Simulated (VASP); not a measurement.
Here is a VASP 6.6.1 calculation.

Contents of INCAR:

```
SYSTEM = H4C
ALGO     = Normal         ! electronic algorithm
EDIFF    = 1E-7           ! SCF threshold, eV
ENCUT    = 520            ! plane-wave cutoff, eV
GGA      = PE             ! functional
ISIF     = 2              ! what is computed and relaxed
ISMEAR   = -1             ! smearing method
IVDW     = 12             ! dispersion correction
LASPH    = .True.         ! aspherical terms in the spheres
LCHARG   = .True.         ! write CHGCAR
LELF     = .True.         ! ELF
LREAL    = Auto         
LVHAR    = .True.       
LWAVE    = .False.        ! write WAVECAR
NBANDS   = 45             ! bands
NELM     = 100            ! most SCF steps
PREC     = Accurate       ! precision mode
SIGMA    = 0.02           ! smearing width, eV
```

File KPOINTS:

```
k-points
0
Gamma
  1 1 1
  0 0 0
```

Contents of POSCAR:

```
H4C
1.0
    7.4638260000      0.0000000000      0.0000000000
    0.0000000000      7.4638260000      0.0000000000
    0.0000000000      0.0000000000      7.4638260000
C H
6 24
Direct
    0.6819692742      0.5697480086      0.1878125240
    0.9507724323      0.4735774923      0.6130635950
    0.9596150821      0.8521768862      0.9096809063
    0.7863795324      1.0208839274      0.3612892369
    0.4127373816      0.7759559239      0.6122597177
    0.3257578620      0.1647278487      0.1423264690
    0.7363917648      0.6896998939      0.2432532591
    0.7987056504      0.5101405097      0.1304156876
    0.5921359903      0.6031089149      0.0788469613
    0.6081599437      0.4823665503      0.2726617689
    0.8454243172      0.4061455881      0.5454843133
    0.9333282957      0.6160647368      0.5985536104
    1.0861319650      0.4400960044      0.5737272010
    0.9313989903      0.4321242215      0.7569040329
    0.8434012261      0.9201313107      0.9617855507
    1.0946262681      0.9119987524      0.9360212845
    0.9383659265      0.8269753341      0.7671668659
    0.9582350928      0.7191619955      0.9721287715
    0.7317292766      1.0981231342      0.2475272066
    0.6966266363      1.0372562276      0.4768331952
    0.9176526891      1.0897762086      0.3837442084
    0.8200485917      0.8827108242      0.3299648197
    0.4480543893      0.8006349559      0.4714874114
    0.5325686853      0.7377181622      0.6881591291
    0.3194474255      0.6696029623      0.6111342896
    0.3479314764      0.8977299310      0.6567811200
    0.3304069521      0.2656010470      0.2524978476
    0.3339574100      0.0282562857      0.2041714263
    0.4469691550      0.1765984362      0.0619253450
    0.2005807745      0.1804302512      0.0646049359
```

Potentials or basis: VASP PAW PBE potentials, release 64 (C, H).

The run is started by

```bash
$ cat potpaw_PBE.64/C/POTCAR potpaw_PBE.64/H/POTCAR > POTCAR
$ mpirun -np 1 vasp_gam > vasp.out
```

Question: What does it give for the band gap on the k mesh?

Answer: 6.90 eV.

Question: What does it give for the dispersion energy per atom?

Answer: -0.024 eV.

Forces in eV/Å, atoms in the order of the input:
```
C   -0.078  0.267 -1.080
C    0.109 -0.151  1.903
C    0.826 -0.827 -0.066
C    0.966  1.362 -0.081
C    0.867  0.618 -0.822
C   -0.062 -0.397  0.940
H   -0.349  0.631  0.794
H    0.608 -1.036 -0.419
H   -0.222  0.316 -0.457
H   -0.152 -0.529  1.033
H   -0.512 -0.664 -1.062
H   -0.139  0.559  0.057
H    0.234 -0.411 -0.375
H    0.306  0.509 -0.622
H   -0.136  0.751  0.317
H   -0.957  0.040 -0.132
H    0.170  0.253 -0.164
H    0.126 -0.058  0.050
H   -0.196 -0.555 -0.009
H    0.233 -0.203 -0.061
H   -0.522 -0.265  0.359
H   -0.307 -0.015 -0.025
H    0.250 -0.090  0.031
H   -0.078  0.234  0.064
H   -0.978 -1.078  0.203
H   -0.062  0.311  0.548
H   -0.059 -0.355 -0.448
H   -0.313  0.579 -0.220
H   -0.002  0.260 -0.362
H    0.430 -0.058  0.105
```

Caveat: the k points lie up to 0.84 Å⁻¹ apart.
